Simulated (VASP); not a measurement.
# AlRu (P4/mmm) in VASP: notebook, part 2 of 2

VASP 6.6.1. The steps go on from the part before.

## Step 4: Single point, PBEsol

This run uses another cell than the first one, of the same volume but with other edges.

Input file INCAR:

```
SYSTEM = AlRu
PREC = Accurate
ENCUT = 520
EDIFF = 1E-7
ISMEAR = 0
SIGMA = 0.15
LREAL = .FALSE.
LASPH = .TRUE.
NELM = 80
ALGO = Fast
ISIF = 2
LWAVE = .FALSE.
LCHARG = .FALSE.
GGA = PS
NBANDS = 16
```

Input file KPOINTS:

```
regular mesh
0
G
  18 18 18
  0 0 0
```

Input file POSCAR:

```
AlRu
1.0
    2.9433399480      0.0000000000      0.0000000000
    0.0000000000      2.9433399480      0.0000000000
    0.0000000000      0.0000000000      3.0905069454
Al Ru
1 1
Direct
    0.0000000000      0.0000000000      0.0000000000
    0.5000000000      0.5000000000      0.5000000000
```

Potentials or basis: VASP PAW PBE potentials, release 64 (Al, Ru_pv).

On the command line:

```
$ cat potpaw_PBE.64/Al/POTCAR potpaw_PBE.64/Ru_pv/POTCAR > POTCAR
$ mpirun -np 1 vasp_std > vasp.out
```

OUTCAR:

```text
SYSTEM = AlRu
   PREC = Accurate
   ENCUT = 520
   EDIFF = 1E-7
   ISMEAR = 0
   LREAL = .FALSE.
   LASPH = .TRUE.
   NELM = 80
   ISIF = 2
   GGA = PS

 ion  position               nearest neighbor table
   1  0.000  0.000  0.000-   2 2.59   2 2.59   2 2.59   2 2.59   2 2.59   2 2.59   2 2.59   2 2.59

   2  0.500  0.500  0.500-   1 2.59   1 2.59   1 2.59   1 2.59   1 2.59   1 2.59   1 2.59   1 2.59

  LATTYP: Found a simple tetragonal cell.
 ALAT       =     2.9433399480
 C/A-ratio  =     1.0500000000

  Lattice vectors:

 A1 = (   2.9433399480,   0.0000000000,   0.0000000000)
 A2 = (   0.0000000000,   2.9433399480,   0.0000000000)
 A3 = (   0.0000000000,   0.0000000000,   3.0905069454)

Analysis of symmetry for initial positions (statically):
=====================================================================
 Subroutine PRICEL returns:
 Original cell was already a primitive cell.

 Routine SETGRP: Setting up the symmetry group for a
 simple tetragonal supercell.

 Subroutine GETGRP returns: Found 16 space group operations
 (whereof 16 operations were pure point group operations)
 out of a pool of 16 trial point group operations.

The static configuration has the point symmetry D_4h.

Analysis of symmetry for dynamics (positions and initial velocities):
=====================================================================
 Subroutine PRICEL returns:
 Original cell was already a primitive cell.

 Routine SETGRP: Setting up the symmetry group for a
 simple tetragonal supercell.

 Subroutine GETGRP returns: Found 16 space group operations
 (whereof 16 operations were pure point group operations)
 out of a pool of 16 trial point group operations.

The dynamic configuration has the point symmetry D_4h.

 Subroutine INISYM returns: Found 16 space group operations
 (whereof 16 operations are pure point group operations),
 and found     1 'primitive' translations

----------------------------------------------------------------------------------------

                                     Primitive cell

[... 107 lines left out ...]
   IALGO  =     68    algorithm
   IMIX   =      4    mixing-type and parameters
     AMIX     =   0.40;   BMIX     =  1.00
     AMIX_MAG =   1.60;   BMIX_MAG =  1.00
  volume/ion in A,a.u.               =      13.39        90.34
  Fermi-wavevector in a.u.,A,eV,Ry     =   1.407087  2.659009 26.938090  1.979894
  Thomas-Fermi vector in A             =   2.529382
   LORBIT       =      0    0 simple, 1 ext, 2 COOP (PROOUT), +10 PAW based schemes
   GGA     = PS    functional components
   LHFCALC =     F    Hartree Fock is set to
   AEXX    =    0.0000 exact exchange contribution
   IVDW    =     0    specifies the selected vdW correction
   LEPSILON=     F    determine dielectric tensor
   LRPA    =     F    only Hartree local field effects (RPA)
 non-spin polarized calculation
 RMM-DIIS sequential band-by-band and
 Gauss-broadening in eV      SIGMA  =   0.15
  energy-cutoff  :      520.00
  volume of cell :       26.77
 maximum number of plane-waves:       743
 NGX is ok and might be reduce to    24

 number of electron      16.9999998 magnetization

 Free energy of the ion-electron system (eV)
  ---------------------------------------------------
  ext. energy  EPLUGINS =         0.00000000
  ---------------------------------------------------
  free energy    TOTEN  =       -15.50334986 eV

  energy without entropy =      -15.48596383  energy(sigma->0) =      -15.49465685

 E-fermi :  10.6146     XC(G=0): -12.6869

 val. band max:       10.6090612592   @ k =   0.1667   0.0556   0.4444
 cond. band min:      10.6160329037   @ k =   0.1111   0.1111   0.3333
 fundamental gap:      0.0069716445
 Fermi energy:        10.6145517703

 k-point     1 :       0.0000    0.0000    0.0000
  band No.  band energies     occupation
      1     -31.1528      2.00000
      2     -31.0908      2.00000
      3     -31.0908      2.00000
      4       0.9104      2.00000
      5       6.9815      2.00000
      6       7.0180      2.00000
[... 433 lines left out ...]
      3     -31.1033      2.00000
      4       3.1361      2.00000
      5       6.9217      2.00000
      6       7.7337      2.00000
[... 8 lines left out ...]
     15      24.9134      0.00000
     16      25.1754      0.00000

 [... further k-points ...]
[... 5 lines left out ...]
  --------------------------------------------------------------------------------------
  -------------------------------------------------------------------------------------
  Total       -0.0410571     -0.0410571     -1.4088726      0.0000000      0.0000000      0.0000000
  in kB       -2.4569019     -2.4569019    -84.3085745      0.0000000      0.0000000      0.0000000
  external PRESSURE =     -29.7407928 kB  Pullay stress =       0.0000000 kB

 VOLUME and BASIS-vectors are now :
 -----------------------------------------------------------------------------
  energy-cutoff  :      520.00
  volume of cell :       26.77
      direct lattice vectors                 reciprocal lattice vectors
     2.943339948  0.000000000  0.000000000     0.339750086  0.000000000  0.000000000
     0.000000000  2.943339948  0.000000000     0.000000000  0.339750086  0.000000000
     0.000000000  0.000000000  3.090506945     0.000000000  0.000000000  0.323571510

 POSITION                                       TOTAL-FORCE (eV/Angst)
 -----------------------------------------------------------------------------------
      0.00000      0.00000      0.00000         0.000000      0.000000      0.000000
      1.47167      1.47167      1.54525         0.000000      0.000000      0.000000
 -----------------------------------------------------------------------------------
    total drift:                                0.000000     -0.000000     -0.000000

  FREE ENERGIE OF THE ION-ELECTRON SYSTEM (eV)
  ---------------------------------------------------
  free  energy   TOTEN  =       -15.5033498589 eV

  energy  without entropy=      -15.4859638340  energy(sigma->0) =      -15.49465685
```

stdout:

```text
POSCAR found type information on POSCAR AlRu
 POSCAR found :  2 types and       2 ions
 scaLAPACK will be used
 -----------------------------------------------------------------------------
|                                                                             |
|                                                                             |
|     You enforced a specific xc type in the INCAR file but a different       |
|     I HOPE YOU KNOW WHAT YOU ARE DOING!                                     |
|                                                                             |
 -----------------------------------------------------------------------------

 LDA part: xc-table for (Slater+PW92), standard interpolation
 POSCAR, INCAR and KPOINTS ok, starting setup
 FFT: planning ... GRIDC
 FFT: planning ... GRID_SOFT
 FFT: planning ... GRID
 WAVECAR not read
 entering main loop
WARNING in EDDRMM: call to ZHEGV failed, returncode =   6  3     15
WARNING in EDDRMM: call to ZHEGV failed, returncode =   8  4     14
 num prob RMM:  16    -0.155033498589E+02    0.16752E-07   -0.13647E-08 11914   0.111E-03
```

Wall time 93 s (1 thread of Intel Xeon Platinum 8375C at 2.90GHz (Ice Lake), shared host); peak memory 0.33 GiB.

Results:

```yaml
Free_energy: -15.5033 eV
Pressure: -3.0 GPa
```

Stress tensor (GPa, compression positive):
```
-0.25  0.00  0.00
 0.00 -0.25  0.00
 0.00  0.00 -8.43
```

Caveat: the PAW data sets were made with another functional, which shifts forces and pressure a little.

## Step 5: The runs side by side

```csv
cell,further INCAR settings,gap on the mesh (eV),pressure (GPa)
"a = 3.076, b = 3.076, c = 2.830 Å, 2 atoms",ALGO = Fast; EDIFF = 1e-06; NBANDS = 16,none,-2.3
"a = 3.033, b = 3.033, c = 2.911 Å, 2 atoms",ALGO = Fast; EDIFF = 1e-06; NBANDS = 16,none,-3.0
"a = 2.943, b = 2.943, c = 3.091 Å, 2 atoms",ALGO = Fast; EDIFF = 1e-07; NBANDS = 16,none,-3.0
```

Alike in all rows: task single point; level PBEsol; potentials or basis VASP PAW PBE potentials, release 64 (Al, Ru_pv); no spin polarisation; k mesh 18 × 18 × 18; cutoff (eV) 520; smearing gaussian 0.15 eV.

Caveats: the PAW data sets were made with another functional, which shifts forces and pressure a little.

Total energies depend on the potentials used, so only differences within one code and one set of settings carry meaning.
